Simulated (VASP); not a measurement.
A run of VASP 6.6.1 is set up as follows.

Contents of INCAR:

```
SYSTEM = EuZn
  ALGO = Normal
  EDIFF = 1E-7
  ENCUT = 520
  GGA = PS
  ISIF = 2
  ISMEAR = -1
  ISPIN = 2
  IVDW = 13
  LASPH = .TRUE.
  LCHARG = .TRUE.
  LELF = .TRUE.
  LMAXMIX = 6
  LORBIT = 11
  LREAL = .FALSE.
  LVHAR = .TRUE.
  LWAVE = .FALSE.
  MAGMOM = 4.9 0
  NBANDS = 26
  NELM = 150
  PREC = Accurate
  SIGMA = 0.1
```

The input KPOINTS:

```
k-points
0
G
  4 4 4
  0 0 0
```

The input POSCAR:

```
EuZn
1.0
    3.8080000000      0.0000000000      0.0000000000
    0.0000000000      3.8080000000      0.0000000000
    0.0000000000      0.0000000000      3.8080000000
Eu Zn
1 1
Direct
    0.0000000000      0.0000000000      0.0000000000
    0.5000000000      0.5000000000      0.5000000000
```

Potentials or basis: VASP PAW PBE potentials, release 64 (Eu, Zn).

The run is started by

```bash
$ cat potpaw_PBE.64/Eu/POTCAR potpaw_PBE.64/Zn/POTCAR > POTCAR
$ mpirun -np 1 vasp_std > vasp.out
```

(1) What does it give for the pressure?

(2) Estimate the dispersion energy per atom.

(3) Estimate the site moments.

(4) Estimate the net moment.

## Answers

(1) -5.0 GPa.

(2) -0.133 eV.

(3) Eu +6.59; Zn +0.02 μB.

(4) 7.16 μB per cell.

Caveat: the k points lie up to 0.41 Å⁻¹ apart; the PAW data sets were made with another functional, which shifts forces and pressure a little.
